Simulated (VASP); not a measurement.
Input of a VASP 6.6.1 run:

Contents of INCAR:

```
PREC = Accurate
ENCUT = 500
EDIFF = 1E-7
ISMEAR = 0
SIGMA = 0.1
LREAL = False
LASPH = True
NELM = 200
ALGO = Normal
ISIF = 3
LWAVE = False
LCHARG = False
GGA = PE
IBRION = 2
NSW = 100
EDIFFG = -0.01
GGA_COMPAT = False
NELMIN = 4
LMAXMIX = 6
```

File KPOINTS:

```
Automatic mesh
0
Gamma
  4 4 8
```

Contents of POSCAR:

```
Sr4TmSi
1.0
    5.9104462785     -6.2519259822      0.0000000000
    5.9104462785      6.2519259822      0.0000000000
    0.0000000000      0.0000000000      3.9413864357
Sr Tm Si
4 1 1
Direct
    0.7013723127      0.7013723127      0.0000000000
    0.7470751824      0.2529248176      0.5000000000
    0.2529248176      0.7470751824      0.5000000000
    0.2986276873      0.2986276873      0.0000000000
    0.0000000000      0.0000000000      0.0000000000
    0.5000000000      0.5000000000      0.5000000000
```

Potentials or basis: VASP PAW PBE potentials, release 64 (Sr_sv, Tm_3, Si), 4f in core.

Launch:

```bash
$ cat potpaw_PBE.64/Sr_sv/POTCAR potpaw_PBE.64/Tm_3/POTCAR potpaw_PBE.64/Si/POTCAR > POTCAR
$ mpirun -np 1 vasp_std > vasp.out
```

(1) What does it give for the band gap on the k mesh?

(2) What does it give for the relaxed volume?

(3) Estimate the relaxed cell.

Results:

(1) zero (an odd number of electrons rules out a gap without spin polarisation).

(2) 48.70 Å³/atom.

(3) a = 8.643 Å, b = 8.643 Å, c = 3.919 Å, α = 90.00°, β = 90.00°, γ = 93.49°.

Caveat: spin-orbit coupling is left out, which moves the levels of the heavy elements; the 4f electrons are frozen in the core, so they carry no moment and show no levels.
